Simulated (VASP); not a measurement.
Input of a VASP 6.6.1 run:

The input INCAR:

```
SYSTEM = ZrS
PREC = Accurate
ENCUT = 520
EDIFF = 1E-8
ISMEAR = -1
SIGMA = 0.02
LREAL = .FALSE.
LASPH = .TRUE.
NELM = 80
ALGO = Normal
ISIF = 2
LWAVE = .FALSE.
LCHARG = .FALSE.
LEFG = .TRUE.
NBANDS = 16
```

File KPOINTS:

```
regular mesh
0
G
  10 10 10
  0 0 0
```

The input POSCAR:

```
ZrS
1.0
    0.0000000000      2.5669835042      2.5669835042
    2.5669835042      0.0000000000      2.5669835042
    2.5669835042      2.5669835042      0.0000000000
Zr S
1 1
Direct
    0.0000000000      0.0000000000      0.0000000000
    0.5000000000      0.5000000000      0.5000000000
```

Potentials or basis: VASP PAW LDA potentials, release 64 (Zr_sv, S).

Launch:

```sh
$ cat potpaw_LDA.64/Zr_sv/POTCAR potpaw_LDA.64/S/POTCAR > POTCAR
$ mpirun -np 1 vasp_std > vasp.out
```

Question: Estimate the band gap on the k mesh.

Answer: Zero (band 9 reaches 12.98 eV, above the bottom of band 10 at 9.86 eV).

Question: What does it give for the pressure?

Answer: 0.3 GPa.

Caveat: without QUAD_EFG the Cq values of the log hold for a quadrupole moment of 1 mb, not for the nuclei.
